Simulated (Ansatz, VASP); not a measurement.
**Two plane-wave programs on Ru**

```xyz
1
Lattice="0.0000 1.9057 1.9057 1.9057 0.0000 1.9057 1.9057 1.9057 0.0000" Properties=species:S:1:pos:R:3 pbc="T T T"
Ru    0.0000    0.0000    0.0000
```

Alike in both runs: functional PBE; k mesh 14 × 14 × 14; occupations fermi-dirac, width 0.05 eV; collinear spin.

Ansatz relaxed the structure, and its values are those at the end. VASP's run is a single point on that final structure, the one shown.

|  | VASP | Ansatz |
| --- | --- | --- |
| version | VASP 6.6.1 | Ansatz 0.2.0 |
| potentials or method | VASP PAW PBE potentials, release 64 (Ru_pv), cutoff 520 eV | plane waves (420 eV) with PAW, scalar-relativistic |
| valence electrons in the cell | 14 | 16 |

Ansatz gave:

| Quantity | Value |
| --- | --- |
| pressure (GPa) | 0.0 |
| net moment per atom (μB) | 0.00 |

Estimate VASP's values.

pressure (GPa): -0.2; net moment per atom (μB): 0.00.

The functional is the same, so the differences come from potentials, cutoffs and numerics. VASP's potentials hold 14 valence electrons a cell and Ansatz's 16, so a difference there can come from the potentials and not from the codes. Ansatz's warnings: seeded moment not kept.
